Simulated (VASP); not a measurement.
Input of a VASP 6.6.1 run:

INCAR

```
  ALGO = Normal
  EDIFF = 1E-6
  ENCUT = 520
  GGA = PE
  ISIF = 2
  ISMEAR = -1
  IVDW = 12
  LASPH = True
  LCHARG = True
  LELF = True
  LREAL = Auto
  LVHAR = True
  LWAVE = False
  NBANDS = 59
  NELM = 60
  PREC = Accurate
  SIGMA = 0.05
```

KPOINTS

```
k-points
0
Gamma
  1 1 1
```

The input POSCAR:

```
H16CO10
1.0
    6.5829420000      0.0000000000      0.0000000000
    0.0000000000      6.5829420000      0.0000000000
    0.0000000000      0.0000000000      6.5829420000
O H C
10 16 1
Direct
   -0.0699687161      0.7235518709      0.0733866408
    0.3696219715      0.0987552374      0.5398042395
    0.3677990783      0.7836769639      0.9682752787
    0.8048680970      1.0196049122      0.7924268511
    0.0392681570      0.8406575662      0.5047135460
    0.5652184084      0.7735143345      0.3208443884
    0.0520284092      0.4209364141      0.5591269071
    0.5072959780      0.4740737500      0.6633660148
    0.9771618829      0.1994245126      0.2218612894
    0.6278651703      0.2607192954      0.1940317870
   -0.1771244529      0.7106549017      0.1749065995
   -0.1050897912      0.8387891007     -0.0190948059
    0.2570431275     -0.0068662309      0.5738771510
    0.4563764955      0.0166794725      0.4556625290
    0.2209346520      0.7703850345      0.9748832665
    0.3976641447      0.6551933771      0.8980938918
    0.8652210516      0.9358429711      0.6845875294
    0.6606012935      1.0002366723      0.7913938783
    0.0108006420      0.8613929760      0.3541273795
    0.0300169742      0.6862433240      0.5111392444
    0.4821248615      0.7552702120      0.1925279001
    0.5325886207      0.6514868276      0.4067330382
    0.1606728420      0.3360655464      0.4928191681
    0.0469394991      0.3892940269      0.7045482096
    0.6491930204      0.4480519500      0.6990339578
    0.4654301982      0.3428102511      0.6190697108
    0.8016476524      0.2337404765      0.2044830412
```

Potentials or basis: VASP PAW PBE potentials, release 64 (O, H, C).

Command:

```console
$ cat potpaw_PBE.64/O/POTCAR potpaw_PBE.64/H/POTCAR potpaw_PBE.64/C/POTCAR > POTCAR
$ mpirun -np 1 vasp_gam > vasp.out
```

Task: Estimate the band gap on the k mesh.

Result: 4.78 eV.

Task: Estimate the pressure.

Result: -0.7 GPa.

Task: Predict the largest force.

Result: 2.298 eV/Å.

Task: Estimate the dispersion energy per atom.

Result: -0.038 eV.

Forces in eV/Å, atoms in the order of the input:
```
O    0.746  0.121 -0.452
O   -1.887 -0.633  1.149
O    0.022 -0.671 -0.392
O    0.751  0.261  0.736
O   -0.559 -1.149 -1.498
O   -0.219 -1.123  0.123
O    0.381 -0.078 -0.153
O    1.183  1.543  0.604
O   -0.636  0.120 -0.423
O   -1.418  0.488 -0.272
H   -0.642  0.246 -0.026
H   -0.463 -0.218  0.392
H    1.090  1.285 -0.510
H    0.688 -0.617 -0.827
H   -0.516  0.325  0.534
H    0.506  0.074 -0.357
H    0.109  0.036 -0.652
H   -0.918 -0.198 -0.163
H    0.395  0.090  1.402
H    0.470  0.775  0.344
H    0.161  0.373  0.419
H    0.226  0.869 -0.280
H   -0.879  0.408  0.880
H    0.330 -0.182 -0.500
H   -0.170  0.244  0.018
H   -0.870 -1.731 -0.453
C    2.119 -0.657  0.357
```

Caveat: the k points lie up to 0.95 Å⁻¹ apart.
